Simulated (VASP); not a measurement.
La: single point with PBEsol

The system is La.

```
La
1.0
    -2.03888    2.03888    2.12383
     2.03888   -2.03888    2.12383
     2.03888    2.03888   -2.12383
La
1
Direct
  0.00000 0.00000 0.00000
```

| Item | Value |
| --- | --- |
| Program | VASP 6.6.1 |
| Task | single point |
| Functional | PBEsol |
| Potentials or basis | VASP PAW PBE potentials, release 64 (La) |
| Cutoff | 520 eV |
| k mesh | 9 × 9 × 9 |
| Occupations | fermi-dirac, width 0.05 eV |
| Spin | no spin polarisation |

The pressure is -0.6 GPa.

Stress tensor (GPa, compression positive):
```
-1.16  0.00  0.00
 0.00 -1.16  0.00
 0.00  0.00  0.57
```

Levels at points of the mesh, in eV from the Fermi level:
```csv
k point,band 2,band 3,band 4,band 5,band 6,band 7,band 8,band 9,band 10,band 11
"(0.00, 0.00, 0.00)",-15.59,-15.59,-15.59,-3.19,1.42,1.42,1.57,1.65,1.65,2.42
```

It took 42 s on 1 thread of AMD EPYC 9R45 96-Core Processor (Zen 5), on a shared host, peak memory 0.16 GiB.

Caveat: the PAW data sets were made with another functional, which shifts forces and pressure a little; spin-orbit coupling is left out, which moves the levels of the heavy elements.
